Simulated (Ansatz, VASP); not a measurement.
RuS in VASP and in Ansatz

Contents of INCAR:

```
SYSTEM = RuS
ALGO     = Normal         ! electronic algorithm
EDIFF    = 1E-6           ! SCF threshold, eV
ENCUT    = 520            ! plane-wave cutoff, eV
GGA      = PE             ! functional
ISIF     = 2              ! what is computed and relaxed
ISMEAR   = 0              ! smearing method
LASPH    = .TRUE.         ! aspherical terms in the spheres
LCHARG   = .TRUE.         ! write CHGCAR
LELF     = .TRUE.         ! ELF
LREAL    = .FALSE.        ! projectors in reciprocal space
LVHAR    = .TRUE.       
LWAVE    = .FALSE.        ! write WAVECAR
NBANDS   = 17             ! bands
NELM     = 80             ! most SCF steps
PREC     = Accurate       ! precision mode
SIGMA    = 0.05           ! smearing width, eV
```

The input KPOINTS:

```
k-points
0
G
  10 10 10
  0 0 0
```

POSCAR

```
RuS
1.0
    0.0000000000      2.6844653330      2.6844653330
    2.6844653330      0.0000000000      2.6844653330
    2.6844653330      2.6844653330      0.0000000000
Ru S
1 1
Direct
    0.0000000000      0.0000000000      0.0000000000
    0.2500000000      0.2500000000      0.2500000000
```

Input for Ansatz:

```yaml
crystal:
  lattice:
    - [0.0, 2.684465333, 2.684465333]
    - [2.684465333, 0.0, 2.684465333]
    - [2.684465333, 2.684465333, 0.0]
  atoms:
    - { symbol: Ru, position: [0.0, 0.0, 0.0] }
    - { symbol: S, position: [0.25, 0.25, 0.25] }
basis:
  ecutwfc: 420
  ecutrho_ratio: 4
kpoints:
  mp_grid: { grid: [10, 10, 10] }
hamiltonian:
  xc: pbe
scf:
  occupations: { method: gaussian, width: 0.05 }
output:
  forces: true
  stress: true
  eigenvalues: true
```

Alike in both runs: task single point; functional PBE; k mesh 10 × 10 × 10; occupations gaussian, width 0.05 eV; no spin polarisation.

```csv
,VASP,Ansatz
version,VASP 6.6.1,Ansatz 0.2.0
potentials or method,"VASP PAW PBE potentials, release 64 (Ru_pv, S), cutoff 520 eV","scalar-relativistic, plane waves, PAW"
valence electrons in the cell,20,22
```

|  | VASP | Ansatz | Ansatz less VASP |
| --- | --- | --- | --- |
| gap on the k mesh at the Fermi level (eV) | none | none | - |
| pressure (GPa) | -11.2 | -11.1 | +0.10 |

A gap of «none» marks a metal or a gap that the smearing closes. With one functional, cell and mesh, what is left measures potentials, basis and numerics. VASP's potentials hold 20 valence electrons a cell and Ansatz's 22, so a difference there can come from the potentials and not from the codes.
